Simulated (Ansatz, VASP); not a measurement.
## Two plane-wave programs on MnMoAs3

```xyz
5
Lattice="4.8775 0.0000 0.0000 0.0000 4.8775 0.0000 0.0000 0.0000 4.8775" Properties=species:S:1:pos:R:3 pbc="T T T"
Mn    0.0000    0.0000    0.0000
Mo    2.4387    2.4387    2.4387
As    0.0000    2.4387    2.4387
As    2.4387    0.0000    2.4387
As    2.4387    2.4387    0.0000
```

Alike in both runs: functional PBE; k mesh 4 × 4 × 4; occupations gaussian, width 0.1 eV; collinear spin.

Ansatz relaxed the structure, and its values are those at the end. VASP's run is a single point on that final structure, the one shown.

|  | VASP | Ansatz |
| --- | --- | --- |
| version | VASP 6.6.1 | Ansatz 0.2.0 |
| potentials or method | VASP PAW PBE potentials, release 64 (Mn_pv, Mo_sv, As), cutoff 520 eV | scalar-relativistic, plane waves, PAW |
| valence electrons in the cell | 42 | 74 |

|  | VASP | Ansatz | Ansatz less VASP |
| --- | --- | --- | --- |
| gap on the k mesh at the Fermi level (eV) | none | none | - |
| pressure (GPa) | 0.2 | 0.1 | -0.11 |
| net moment per atom (μB) | 0.86 | 0.86 | 0.000 |
| size of the moment on the site where the two differ most (μB) | 4.36 | 4.66 | +0.298 |

Site moments also hang on the region over which each program counts them. A gap of «none» marks a metal or a gap that the smearing closes. The functional is the same, so the differences come from potentials, cutoffs and numerics. VASP's potentials hold 42 valence electrons a cell and Ansatz's 74, so a difference there can come from the potentials and not from the codes.
